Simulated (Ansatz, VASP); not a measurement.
**MgO2: VASP beside Ansatz**

```
Mg O
1.0
     1.60476    0.92651    3.31928
    -1.60476    0.92651    3.31928
     0.00000   -1.85302    3.31928
Mg O
1 2
Direct
  0.00000 0.00000 0.00000
  0.42879 0.42879 0.42879
  0.57121 0.57121 0.57121
```

Change from the starting cell: strain +0.000 along x and y, -0.050 along z, atoms carried along.

Alike in both runs: task single point; functional r2SCAN; k mesh 12 × 12 × 12; occupations gaussian, width 0.05 eV; no spin polarisation.

|  | VASP | Ansatz |
| --- | --- | --- |
| version | VASP 6.6.1 | Ansatz 0.2.0 |
| potentials or method | VASP PAW PBE potentials, release 64 (Mg, O), cutoff 520 eV | scalar-relativistic, plane waves, PAW |
| valence electrons in the cell | 14 | 22 |

|  | VASP | Ansatz | Ansatz less VASP |
| --- | --- | --- | --- |
| gap on the k mesh at the Fermi level (eV) | 3.88 | 3.90 | +0.027 |
| least direct gap on the mesh (eV) | 4.00 | 4.03 | +0.032 |
| pressure (GPa) | 5.2 | 5.3 | +0.14 |
| traceless stress, the component that is largest in VASP (GPa) | 20.15 | 18.08 | -2.072 |
| rms of the force components (eV/Å) | 0.895 | 0.724 | -0.1704 |

VASP's potentials were made for PBE, not for r2SCAN. Atom by atom the forces differ by 0.170 eV/Å (rms over components). VASP's potentials hold 14 valence electrons a cell and Ansatz's 22, so a difference there can come from the potentials and not from the codes.
